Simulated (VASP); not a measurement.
# SiNi2 (Pnma) in VASP: single point with PBE

Aim: the single point of SiNi2 with PBE.

Program: VASP 6.6.1. These are calculated values, not measurements. Logs are shortened: lines on timing, memory, paths and dates and some standing lists are left out, and cuts for length are marked.

## 1. The cell of the first run

Symmetry: Pnma, No. 62, orthorhombic system. Conventional cell: a = 5.206 Å, b = 3.770 Å, c = 7.159 Å, α = 90.00°, β = 90.00°, γ = 90.00°. Si (site symmetry m) has 10 Ni at 2.33 to 2.93 Å within 3.1 Å. Within 3.2 Å of Ni (site symmetry m) lie 5 Si at 2.39 to 2.62 Å and 8 Ni at 2.63 to 2.77 Å. Within 3.1 Å of Ni (site symmetry m) lie 5 Si at 2.33 to 2.93 Å and 8 Ni at 2.63 to 2.77 Å.

## 2. Single point, PBE (11.71 Å³/atom)

File INCAR:

```
ALGO     = Normal         # electronic algorithm
EDIFF    = 1E-6           # SCF threshold, eV
ENCUT    = 600            # plane-wave cutoff, eV
GGA      = PE             # functional
GGA_COMPAT= False        
ISIF     = 2              # what is computed and relaxed
ISMEAR   = 0              # smearing method
LASPH    = True           # aspherical terms in the spheres
LCHARG   = False          # write CHGCAR
LREAL    = False          # projectors in reciprocal space
LWAVE    = False          # write WAVECAR
NBANDS   = 60             # bands
NELM     = 120            # most SCF steps
PREC     = Accurate       # precision mode
SIGMA    = 0.1            # smearing width, eV
```

File KPOINTS:

```
k-points
0
Gamma
  8 10 6
```

File POSCAR:

```
SiNi2
1.0
    5.2061329522      0.0000000000      0.0000000000
    0.0000000000      3.7702300476      0.0000000000
    0.0000000000      0.0000000000      7.1585471975
Si Ni
4 8
Direct
    0.2777865278      0.7500000000      0.6168087361
    0.7222134722      0.2500000000      0.3831912639
    0.2222134722      0.2500000000      0.1168087361
    0.7777865278      0.7500000000      0.8831912639
    0.9620919764      0.7500000000      0.1977149635
    0.0379080236      0.2500000000      0.8022850365
    0.5379080236      0.2500000000      0.6977149635
    0.4620919764      0.7500000000      0.3022850365
    0.8346470161      0.7500000000      0.5603078512
    0.1653529839      0.2500000000      0.4396921488
    0.6653529839      0.2500000000      0.0603078512
    0.3346470161      0.7500000000      0.9396921488
```

Potentials or basis: VASP PAW PBE potentials, release 64 (Si, Ni).

Run with:

```bash
$ cat potpaw_PBE.64/Si/POTCAR potpaw_PBE.64/Ni/POTCAR > POTCAR
$ mpirun -np 1 vasp_std > vasp.out
```

OUTCAR:

```text
EDIFF = 1E-6
   ENCUT = 600
   GGA = PE
   ISIF = 2
   ISMEAR = 0
   LASPH = True
   LREAL = False
   NELM = 120
   PREC = Accurate

 ion  position               nearest neighbor table
   1  0.278  0.750  0.617-  12 2.33   9 2.34  10 2.35  10 2.35   7 2.39   7 2.39   8 2.45   6 2.62
                             6 2.62   9 2.93
   2  0.722  0.250  0.383-  11 2.33  10 2.34   9 2.35   9 2.35   8 2.39   8 2.39   7 2.45   5 2.62
                             5 2.62  10 2.93
   3  0.222  0.250  0.117-  10 2.33  11 2.34  12 2.35  12 2.35   5 2.39   5 2.39   6 2.45   8 2.62
                             8 2.62  11 2.93
   4  0.778  0.750  0.883-   9 2.33  12 2.34  11 2.35  11 2.35   6 2.39   6 2.39   5 2.45   7 2.62
                             7 2.62  12 2.93
   5  0.962  0.750  0.198-   3 2.39   3 2.39   4 2.45   2 2.62   2 2.62  11 2.63  11 2.63  12 2.68
                             9 2.68   8 2.71   8 2.71  10 2.77  10 2.77
   6  0.038  0.250  0.802-   4 2.39   4 2.39   3 2.45   1 2.62   1 2.62  12 2.63  12 2.63  11 2.68
                            10 2.68   7 2.71   7 2.71   9 2.77   9 2.77
   7  0.538  0.250  0.698-   1 2.39   1 2.39   2 2.45   4 2.62   4 2.62   9 2.63   9 2.63  10 2.68
                            11 2.68   6 2.71   6 2.71  12 2.77  12 2.77
   8  0.462  0.750  0.302-   2 2.39   2 2.39   1 2.45   3 2.62   3 2.62  10 2.63  10 2.63   9 2.68
                            12 2.68   5 2.71   5 2.71  11 2.77  11 2.77
   9  0.835  0.750  0.560-   4 2.33   1 2.34   2 2.35   2 2.35   7 2.63   7 2.63   8 2.68   5 2.68
                            10 2.70  10 2.70   6 2.77   6 2.77   1 2.93
  10  0.165  0.250  0.440-   3 2.33   2 2.34   1 2.35   1 2.35   8 2.63   8 2.63   7 2.68   6 2.68
                             9 2.70   9 2.70   5 2.77   5 2.77   2 2.93
  11  0.665  0.250  0.060-   2 2.33   3 2.34   4 2.35   4 2.35   5 2.63   5 2.63   6 2.68   7 2.68
                            12 2.70  12 2.70   8 2.77   8 2.77   3 2.93
  12  0.335  0.750  0.940-   1 2.33   4 2.34   3 2.35   3 2.35   6 2.63   6 2.63   5 2.68   8 2.68
                            11 2.70  11 2.70   7 2.77   7 2.77   4 2.93

  LATTYP: Found a simple orthorhombic cell.
 ALAT       =     3.7702300476
 B/A-ratio  =     1.3808528622
 C/A-ratio  =     1.8987030253

  Lattice vectors:

 A1 = (   0.0000000000,  -3.7702300476,   0.0000000000)
 A2 = (   5.2061329522,   0.0000000000,   0.0000000000)
 A3 = (   0.0000000000,   0.0000000000,   7.1585471975)

Analysis of symmetry for initial positions (statically):
=====================================================================
 Subroutine PRICEL returns:
 Original cell was already a primitive cell.

 Routine SETGRP: Setting up the symmetry group for a
 simple orthorhombic supercell.

 Subroutine GETGRP returns: Found  8 space group operations
[... 156 lines left out ...]
   IALGO  =     38    algorithm
   IMIX   =      4    mixing-type and parameters
     AMIX     =   0.40;   BMIX     =  1.00
     AMIX_MAG =   1.60;   BMIX_MAG =  1.00
  volume/ion in A,a.u.               =      11.71        79.02
  Fermi-wavevector in a.u.,A,eV,Ry     =   1.441880  2.724759 28.286773  2.079019
  Thomas-Fermi vector in A             =   2.560463
   LORBIT       =      0    0 simple, 1 ext, 2 COOP (PROOUT), +10 PAW based schemes
   GGA     = PE    functional components
   LHFCALC =     F    Hartree Fock is set to
   AEXX    =    0.0000 exact exchange contribution
   IVDW    =     0    specifies the selected vdW correction
   LEPSILON=     F    determine dielectric tensor
   LRPA    =     F    only Hartree local field effects (RPA)
 non-spin polarized calculation
 Gauss-broadening in eV      SIGMA  =   0.10
  energy-cutoff  :      600.00
  volume of cell :      140.51
 maximum number of plane-waves:      4717
 NGX is ok and might be reduce to    42
   NGX = 21   NGY = 15   NGZ = 29

 number of electron      95.9999966 magnetization

 Free energy of the ion-electron system (eV)
  ---------------------------------------------------
  ext. energy  EPLUGINS =         0.00000000
  ---------------------------------------------------
  free energy    TOTEN  =       -71.86589891 eV

  energy without entropy =      -71.83374342  energy(sigma->0) =      -71.84982116

 E-fermi :  10.1048     XC(G=0): -12.5512

 val. band max:       10.1020256759   @ k =   0.0000   0.5000   0.3333
 cond. band min:      10.1069976172   @ k =   0.5000   0.4000   0.1667
 fundamental gap:      0.0049719413
 Fermi energy:        10.1048353385

 k-point     1 :       0.0000    0.0000    0.0000
  band No.  band energies     occupation
      1      -1.9644      2.00000
      2       0.5090      2.00000
      3       0.5331      2.00000
      4       2.0136      2.00000
      5       3.7916      2.00000
      6       4.2929      2.00000
[... 1501 lines left out ...]
     59      15.1648      0.00000
     60      15.8385      0.00000

 [... further k-points ...]

------------------------ aborting loop because EDIFF is reached ----------------------------------------

  FORCE on cell =-STRESS in cart. coord.  units (eV):
  Direction    XX          YY          ZZ          XY          YZ          ZX
  --------------------------------------------------------------------------------------
  -------------------------------------------------------------------------------------
  Total       -8.1273865     -8.0629364     -8.1039999     -0.0000000      0.0000000      0.0000000
  in kB      -92.6730585    -91.9381624    -92.4063912     -0.0000000      0.0000000      0.0000000
  external PRESSURE =     -92.3392040 kB  Pullay stress =       0.0000000 kB

 VOLUME and BASIS-vectors are now :
 -----------------------------------------------------------------------------
  energy-cutoff  :      600.00
  volume of cell :      140.51
      direct lattice vectors                 reciprocal lattice vectors
     5.206132952  0.000000000  0.000000000     0.192081149  0.000000000  0.000000000
     0.000000000  3.770230048  0.000000000     0.000000000  0.265235805  0.000000000
     0.000000000  0.000000000  7.158547197     0.000000000  0.000000000  0.139693149

 POSITION                                       TOTAL-FORCE (eV/Angst)
 -----------------------------------------------------------------------------------
      1.44619      2.82767      4.41545        -0.002164      0.000000      0.000424
      3.75994      0.94256      2.74309         0.002164      0.000000     -0.000424
      1.15687      0.94256      0.83618         0.002164      0.000000      0.000424
      4.04926      2.82767      6.32237        -0.002164      0.000000     -0.000424
      5.00878      2.82767      1.41535        -0.006620      0.000000      0.005529
      0.19735      0.94256      5.74320         0.006620      0.000000     -0.005529
      2.80042      0.94256      4.99463         0.006620     -0.000000      0.005529
      2.40571      2.82767      2.16392        -0.006620      0.000000     -0.005529
      4.34528      2.82767      4.01099        -0.003742     -0.000000     -0.002430
      0.86085      0.94256      3.14756         0.003742     -0.000000      0.002430
      3.46392      0.94256      0.43172         0.003742     -0.000000     -0.002430
      1.74222      2.82767      6.72683        -0.003742      0.000000      0.002430
 -----------------------------------------------------------------------------------
    total drift:                                0.000000     -0.000000      0.000000

  FREE ENERGIE OF THE ION-ELECTRON SYSTEM (eV)
  ---------------------------------------------------
  free  energy   TOTEN  =       -71.8658989085 eV

  energy  without entropy=      -71.8337434151  energy(sigma->0) =      -71.84982116
```

OSZICAR:

```text
N       E                     dE             d eps       ncg     rms          rms(c)
DAV:   1     0.774174334161E+03    0.77417E+03   -0.45202E+04 14400   0.227E+03
DAV:   2     0.168561061026E+01   -0.77249E+03   -0.74205E+03 14400   0.459E+02
DAV:   3    -0.787624302738E+02   -0.80448E+02   -0.73297E+02 14680   0.175E+02
DAV:   4    -0.822347009611E+02   -0.34723E+01   -0.34055E+01 17552   0.343E+01
DAV:   5    -0.823480189583E+02   -0.11332E+00   -0.11311E+00 17584   0.562E+00    0.317E+01
DAV:   6    -0.866410316603E+02   -0.42930E+01   -0.19081E+02 17212   0.138E+02    0.349E+01
DAV:   7    -0.716502278073E+02    0.14991E+02   -0.53513E+01 16020   0.870E+01    0.758E+00
DAV:   8    -0.733846385498E+02   -0.17344E+01   -0.11069E+01 19316   0.603E+01    0.140E+01
DAV:   9    -0.719520986620E+02    0.14325E+01   -0.33423E+00 17644   0.492E+01    0.325E+00
DAV:  10    -0.718681427710E+02    0.83956E-01   -0.71103E-01 17116   0.968E+00    0.117E+00
DAV:  11    -0.718660084159E+02    0.21344E-02   -0.13915E-01 17872   0.274E+00    0.389E-01
DAV:  12    -0.718666530821E+02   -0.64467E-03   -0.11715E-02 15068   0.125E+00    0.367E-01
DAV:  13    -0.718664197226E+02    0.23336E-03   -0.60336E-03 16344   0.122E+00    0.307E-01
DAV:  14    -0.718659004208E+02    0.51930E-03   -0.13637E-03 15804   0.709E-01    0.440E-02
DAV:  15    -0.718659056035E+02   -0.51827E-05   -0.25141E-04 16796   0.119E-01    0.307E-02
DAV:  16    -0.718659013958E+02    0.42077E-05   -0.33289E-05 15960   0.596E-02    0.175E-02
DAV:  17    -0.718658990374E+02    0.23584E-05   -0.14277E-06  8716   0.176E-02    0.957E-03
DAV:  18    -0.718658989085E+02    0.12893E-06   -0.17970E-06  9104   0.120E-02
   1 F= -.71865899E+02 E0= -.71849821E+02  d E =-.321555E-01
```

Run time: 29 min. Hardware: 1 thread of Oxide Virtual Turin-like, shared host; peak memory 0.84 GiB.

Results:

```yaml
Free_energy: -71.8659 eV
Pressure: -9.2 GPa
Largest_force: 0.009 eV/Å
Band_gap_on_the_k_mesh: zero (bands 48 and 49 overlap by 1.62 eV)
```

Forces in eV/Å, atoms in the order of the input:
```
Si  -0.002  0.000  0.000
Si   0.002  0.000  0.000
Si   0.002  0.000  0.000
Si  -0.002  0.000  0.000
Ni  -0.007  0.000  0.006
Ni   0.007  0.000 -0.006
Ni   0.007  0.000  0.006
Ni  -0.007  0.000 -0.006
Ni  -0.004  0.000 -0.002
Ni   0.004  0.000  0.002
Ni   0.004  0.000 -0.002
Ni  -0.004  0.000  0.002
```

Caveat: the cell stands under tension.
